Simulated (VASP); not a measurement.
The system is GaN.

```
Ga N
1.0
     0.00000    2.10852    2.19286
     2.10852    0.00000    2.19286
     2.10852    2.10852    0.00000
Ga N
1 1
Direct
  0.00000 0.00000 0.00000
  0.50000 0.50000 0.50000
```

This cell differs from its parent crystal: uniaxial z strain +4.0%.

Base run:

* Program: VASP 6.6.1
* Functional: r2SCAN
* Potentials or basis: VASP PAW PBE potentials, release 64 (Ga_d, N)
* Cutoff: 520 eV
* k mesh: 10 × 10 × 10
* Occupations: gaussian, width 0.01 eV
* Spin: no spin polarisation

Its results: band gap on the k mesh 0.73 eV, indirect (least direct gap 2.69 eV); pressure -7.2 GPa.

Question: The run is repeated on the same cell with these changes: functional from r2SCAN to PBE; occupations from gaussian, width 0.01 eV to fermi-dirac, width 0.02 eV. What comes out?

Answer: Band gap on the k mesh 0.24 eV, indirect (least direct gap 2.14 eV); pressure 0.6 GPa.

Caveats: the PAW data sets were made with another functional, which shifts forces and pressure a little (some runs).

A k mesh can miss the band edges.
